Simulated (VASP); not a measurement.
# TiPt3 (Pm-3m) in VASP: further runs

The runs below take TiPt3 through single point, with PBE.

Program: VASP 6.6.1. These are calculated values, not measurements. Logs are shortened: lines on timing, memory, paths and dates and some standing lists are left out, and cuts for length are marked.

## 1. The cell of the first run

Symmetry: Pm-3m, No. 221, cubic system. Conventional cell: a = 3.783 Å, b = 3.783 Å, c = 3.783 Å, α = 90.00°, β = 90.00°, γ = 90.00°. Ti (site symmetry m-3m) has 12 Pt at 2.68 Å within 3.5 Å. Within 3.5 Å of Pt (site symmetry 4/mmm) lie 4 Ti at 2.68 Å and 8 Pt at 2.68 Å.

## 2. Single point, PBE (13.54 Å³/atom)

Input file INCAR:

```
SYSTEM = TiPt3
  PREC = Accurate
  ENCUT = 520
  EDIFF = 1E-6
  ISMEAR = 0
  SIGMA = 0.1
  LREAL = .FALSE.
  LASPH = .TRUE.
  NELM = 100
  ALGO = Fast
  ISIF = 2
  LWAVE = .FALSE.
  LCHARG = .FALSE.
  GGA = PE
  NBANDS = 29
```

Input file KPOINTS:

```
regular mesh
0
G
  10 10 10
  0 0 0
```

Input file POSCAR:

```
TiPt3
1.0
    3.7834817207      0.0000000000      0.0000000000
    0.0000000000      3.7834817207      0.0000000000
    0.0000000000      0.0000000000      3.7834817207
Ti Pt
1 3
Direct
    0.0000000000      0.0000000000      0.0000000000
    0.0000000000      0.5000000000      0.5000000000
    0.5000000000      0.0000000000      0.5000000000
    0.5000000000      0.5000000000      0.0000000000
```

Potentials or basis: VASP PAW PBE potentials, release 64 (Ti_sv, Pt).

On the command line:

```sh
cat potpaw_PBE.64/Ti_sv/POTCAR potpaw_PBE.64/Pt/POTCAR > POTCAR
mpirun -np 1 vasp_std > vasp.out
```

OUTCAR:

```text
SYSTEM = TiPt3
   PREC = Accurate
   ENCUT = 520
   EDIFF = 1E-6
   ISMEAR = 0
   LREAL = .FALSE.
   LASPH = .TRUE.
   NELM = 100
   ISIF = 2
   GGA = PE

 ion  position               nearest neighbor table
   1  0.000  0.000  0.000-   2 2.68   3 2.68   4 2.68   2 2.68   3 2.68   2 2.68   4 2.68   2 2.68
                             3 2.68   4 2.68   3 2.68   4 2.68
   2  0.000  0.500  0.500-   1 2.68   3 2.68   4 2.68   1 2.68   4 2.68   1 2.68   3 2.68   1 2.68
                             3 2.68   4 2.68   4 2.68   3 2.68
   3  0.500  0.000  0.500-   1 2.68   2 2.68   4 2.68   1 2.68   4 2.68   2 2.68   4 2.68   4 2.68
                             1 2.68   2 2.68   1 2.68   2 2.68
   4  0.500  0.500  0.000-   1 2.68   2 2.68   3 2.68   2 2.68   3 2.68   1 2.68   3 2.68   3 2.68
                             1 2.68   2 2.68   2 2.68   1 2.68

  LATTYP: Found a simple cubic cell.
 ALAT       =     3.7834817207

  Lattice vectors:

 A1 = (   3.7834817207,   0.0000000000,   0.0000000000)
 A2 = (   0.0000000000,   3.7834817207,   0.0000000000)
 A3 = (   0.0000000000,   0.0000000000,   3.7834817207)

Analysis of symmetry for initial positions (statically):
=====================================================================
 Subroutine PRICEL returns:
 Original cell was already a primitive cell.

 Routine SETGRP: Setting up the symmetry group for a
 simple cubic supercell.

 Subroutine GETGRP returns: Found 48 space group operations
 (whereof 48 operations were pure point group operations)
 out of a pool of 48 trial point group operations.

The static configuration has the point symmetry O_h .

Analysis of symmetry for dynamics (positions and initial velocities):
=====================================================================
 Subroutine PRICEL returns:
 Original cell was already a primitive cell.

 Routine SETGRP: Setting up the symmetry group for a
 simple cubic supercell.

 Subroutine GETGRP returns: Found 48 space group operations
 (whereof 48 operations were pure point group operations)
 out of a pool of 48 trial point group operations.

The dynamic configuration has the point symmetry O_h .

 Subroutine INISYM returns: Found 48 space group operations
 (whereof 48 operations are pure point group operations),
 and found     1 'primitive' translations

----------------------------------------------------------------------------------------

                                     Primitive cell

  volume of cell :      54.1595

  direct lattice vectors                    reciprocal lattice vectors
     3.783481721  0.000000000  0.000000000     0.264306814  0.000000000  0.000000000
     0.000000000  3.783481721  0.000000000     0.000000000  0.264306814  0.000000000
     0.000000000  0.000000000  3.783481721     0.000000000  0.000000000  0.264306814

  length of vectors
     3.783481721  3.783481721  3.783481721     0.264306814  0.264306814  0.264306814

  position of ions in fractional coordinates (direct lattice)
     0.000000000  0.000000000  0.000000000
     0.000000000  0.500000000  0.500000000
     0.500000000  0.000000000  0.500000000
     0.500000000  0.500000000  0.000000000

  ion indices of the primitive-cell ions
   primitive index   ion index
                 1           1
                 2           2
                 3           3
                 4           4

----------------------------------------------------------------------------------------

 KPOINTS: regular mesh

Automatic generation of k-mesh.
 Grid dimensions read from file:
 generate k-points for:   10   10   10

 Generating k-lattice:

  Cartesian coordinates                     Fractional coordinates (reciprocal lattice)
     0.026430681  0.000000000  0.000000000     0.100000000  0.000000000  0.000000000
     0.000000000  0.026430681  0.000000000     0.000000000  0.100000000  0.000000000
     0.000000000  0.000000000  0.026430681     0.000000000  0.000000000  0.100000000

  Length of vectors
     0.026430681  0.026430681  0.026430681

  Shift w.r.t. Gamma in fractional coordinates (k-lattice)
     0.000000000  0.000000000  0.000000000

 Subroutine IBZKPT returns following result:
 ===========================================

 Found     56 irreducible k-points:

 Following reciprocal coordinates:
            Coordinates               Weight
  0.000000  0.000000  0.000000      1.000000
  0.100000  0.000000  0.000000      6.000000
  0.200000  0.000000  0.000000      6.000000
  0.300000  0.000000  0.000000      6.000000
  0.400000  0.000000  0.000000      6.000000
  0.500000  0.000000  0.000000      3.000000
[... 16 lines left out ...]
  0.200000  0.100000  0.100000     24.000000
  0.300000  0.100000  0.100000     24.000000
 [... further k-points ...]
   k-points           NKPTS =     56   k-points in BZ     NKDIM =     56   number of bands    NBANDS=     29
   number of dos      NEDOS =    301   number of ions     NIONS =      4
   total plane-waves  NPLWV =  21952
   dimension x,y,z NGX =    28 NGY =   28 NGZ =   28
   dimension x,y,z NGXF=    56 NGYF=   56 NGZF=   56
   ions per type =               1   3
   NGX,Y,Z   is equivalent  to a cutoff of  12.30, 12.30, 12.30 a.u.
   NGXF,Y,Z  is equivalent  to a cutoff of  24.61, 24.61, 24.61 a.u.
 SYSTEM =  TiPt3
   PREC   = accura    normal or accurate (medium, high low for compatibility)
   ISTART =      0    job   : 0-new  1-cont  2-samecut
   ICHARG =      2    charge: 1-file 2-atom 10-const
   ISPIN  =      1    spin polarized calculation?
   LNONCOLLINEAR =      F non collinear calculations
   LSORBIT =      F    spin-orbit coupling
   LASPH  =      T    aspherical Exc in radial PAW
   ENCUT  =  520.0 eV  38.22 Ry    6.18 a.u.   7.03  7.03  7.03*2*pi/ulx,y,z
   NELM   =    100;   NELMIN=  2; NELMDL= -5     # of ELM steps
   EDIFF  = 0.1E-05   stopping-criterion for ELM
   LREAL  =      F    real-space projection
[... 7 lines left out ...]
   TEBEG  =    0.0;   TEEND  =   0.0 temperature during run
   PSTRESS=    0.0 pullay stress
   NELECT =      42.0000    total number of electrons
   NUPDOWN=      -1.0000    fix difference up-down
   EMIN   =  10.00;   EMAX   =-10.00  energy-range for DOS
   EFERMI =   0.00;   METHOD = LEGACY
   ISMEAR =     0;   SIGMA  =   0.10  broadening in eV -4-tet -1-fermi 0-gaus
   EFERMI_NEDOS =   21; number of points for ismear=-14 and -15
   IALGO  =     68    algorithm
   IMIX   =      4    mixing-type and parameters
     AMIX     =   0.40;   BMIX     =  1.00
     AMIX_MAG =   1.60;   BMIX_MAG =  1.00
  volume/ion in A,a.u.               =      13.54        91.37
  Fermi-wavevector in a.u.,A,eV,Ry     =   1.504064  2.842269 30.779211  2.262208
  Thomas-Fermi vector in A             =   2.615092
   LORBIT       =      0    0 simple, 1 ext, 2 COOP (PROOUT), +10 PAW based schemes
   GGA     = PE    functional components
   LHFCALC =     F    Hartree Fock is set to
   AEXX    =    0.0000 exact exchange contribution
   IVDW    =     0    specifies the selected vdW correction
   LEPSILON=     F    determine dielectric tensor
   LRPA    =     F    only Hartree local field effects (RPA)
 non-spin polarized calculation
 RMM-DIIS sequential band-by-band and
 Gauss-broadening in eV      SIGMA  =   0.10
  energy-cutoff  :      520.00
  volume of cell :       54.16
 maximum number of plane-waves:      1472
   NGX = 15   NGY = 15   NGZ = 15

 number of electron      41.9999993 magnetization

 Free energy of the ion-electron system (eV)
  ---------------------------------------------------
  ext. energy  EPLUGINS =         0.00000000
  ---------------------------------------------------
  free energy    TOTEN  =       -28.73249728 eV

  energy without entropy =      -28.72728336  energy(sigma->0) =      -28.72989032

 E-fermi :  13.5612     XC(G=0): -13.8066

 val. band max:       13.5091943861   @ k =   0.1000   0.1000   0.0000
 cond. band min:      13.5648498117   @ k =   0.4000   0.1000   0.1000
 fundamental gap:      0.0556554255
 Fermi energy:        13.5612227116

 k-point     1 :       0.0000    0.0000    0.0000
  band No.  band energies     occupation
      1     -44.5355      2.00000
      2     -20.7890      2.00000
      3     -20.7890      2.00000
      4     -20.7890      2.00000
      5       2.4133      2.00000
      6       5.1160      2.00000
[... 21 lines left out ...]
     28      15.8756      0.00000
     29      23.0068      0.00000

 k-point     2 :       0.1000    0.0000    0.0000
  band No.  band energies     occupation
      1     -44.5352      2.00000
      2     -20.7935      2.00000
      3     -20.7899      2.00000
      4     -20.7899      2.00000
      5       2.5591      2.00000
      6       5.2129      2.00000
[... 21 lines left out ...]
     28      16.6222      0.00000
     29      22.6719      0.00000

 k-point     3 :       0.2000    0.0000    0.0000
  band No.  band energies     occupation
      1     -44.5343      2.00000
      2     -20.8051      2.00000
      3     -20.7920      2.00000
      4     -20.7920      2.00000
      5       2.9826      2.00000
      6       5.4847      2.00000
[... 21 lines left out ...]
     28      17.9956      0.00000
     29      22.0372      0.00000

 k-point     4 :       0.3000    0.0000    0.0000
  band No.  band energies     occupation
      1     -44.5333      2.00000
      2     -20.8195      2.00000
      3     -20.7946      2.00000
      4     -20.7946      2.00000
      5       3.6314      2.00000
      6       5.8572      2.00000
[... 21 lines left out ...]
     28      19.4580      0.00000
     29      21.4994      0.00000

 k-point     5 :       0.4000    0.0000    0.0000
  band No.  band energies     occupation
      1     -44.5324      2.00000
      2     -20.8311      2.00000
      3     -20.7967      2.00000
      4     -20.7967      2.00000
      5       4.3622      2.00000
      6       6.0658      2.00000
[... 21 lines left out ...]
     28      20.8651      0.00000
     29      21.1801      0.00000
[... 510 lines left out ...]
     28      17.1705      0.00000
     29      24.8120      0.00000

 k-point    22 :       0.1000    0.1000    0.1000
  band No.  band energies     occupation
      1     -44.5346      2.00000
      2     -20.7984      2.00000
      3     -20.7929      2.00000
      4     -20.7929      2.00000
      5       2.8406      2.00000
      6       5.4011      2.00000
[... 21 lines left out ...]
     28      17.0496      0.00000
     29      22.9870      0.00000

 k-point    23 :       0.2000    0.1000    0.1000
  band No.  band energies     occupation
      1     -44.5338      2.00000
      2     -20.8072      2.00000
      3     -20.7962      2.00000
      4     -20.7945      2.00000
      5       3.2438      2.00000
      6       5.6640      2.00000
[... 21 lines left out ...]
     28      17.9382      0.00000
     29      22.0967      0.00000

 k-point    24 :       0.3000    0.1000    0.1000
  band No.  band energies     occupation
      1     -44.5329      2.00000
      2     -20.8193      2.00000
      3     -20.7991      2.00000
      4     -20.7964      2.00000
      5       3.8635      2.00000
      6       6.0365      2.00000
[... 21 lines left out ...]
     28      19.1339      0.00000
     29      21.4611      0.00000

 [... further k-points ...]
[... 5 lines left out ...]
  --------------------------------------------------------------------------------------
  -------------------------------------------------------------------------------------
  Total       13.8511651     13.8511651     13.8511651      0.0000000      0.0000000     -0.0000000
  in kB      409.7528368    409.7528368    409.7528368      0.0000000      0.0000000     -0.0000000
  external PRESSURE =     409.7528368 kB  Pullay stress =       0.0000000 kB

 VOLUME and BASIS-vectors are now :
 -----------------------------------------------------------------------------
  energy-cutoff  :      520.00
  volume of cell :       54.16
      direct lattice vectors                 reciprocal lattice vectors
     3.783481721  0.000000000  0.000000000     0.264306814  0.000000000  0.000000000
     0.000000000  3.783481721  0.000000000     0.000000000  0.264306814  0.000000000
     0.000000000  0.000000000  3.783481721     0.000000000  0.000000000  0.264306814

 POSITION                                       TOTAL-FORCE (eV/Angst)
 -----------------------------------------------------------------------------------
      0.00000      0.00000      0.00000         0.000000      0.000000      0.000000
      0.00000      1.89174      1.89174         0.000000      0.000000      0.000000
      1.89174      0.00000      1.89174         0.000000      0.000000      0.000000
      1.89174      1.89174      0.00000         0.000000      0.000000      0.000000
 -----------------------------------------------------------------------------------
    total drift:                                0.000000      0.000000      0.000000

  FREE ENERGIE OF THE ION-ELECTRON SYSTEM (eV)
  ---------------------------------------------------
  free  energy   TOTEN  =       -28.7324972802 eV

  energy  without entropy=      -28.7272833564  energy(sigma->0) =      -28.72989032
```

It took 100 s on 1 thread of AMD EPYC 9R45 (Zen 5), shared host; peak memory 0.17 GiB.

What came out:

```
Free energy            : -28.7325 eV
Pressure               : 41.0 GPa
Band gap on the k mesh : zero (bands 21 and 22 overlap by 2.01 eV)
```

Caveat: the cell stands under pressure; spin-orbit coupling is left out, which moves the levels of the heavy elements.

(Part 1 of 2 ends here.)

The gap in the log of VASP goes by the Fermi energy; the results here count the filled bands.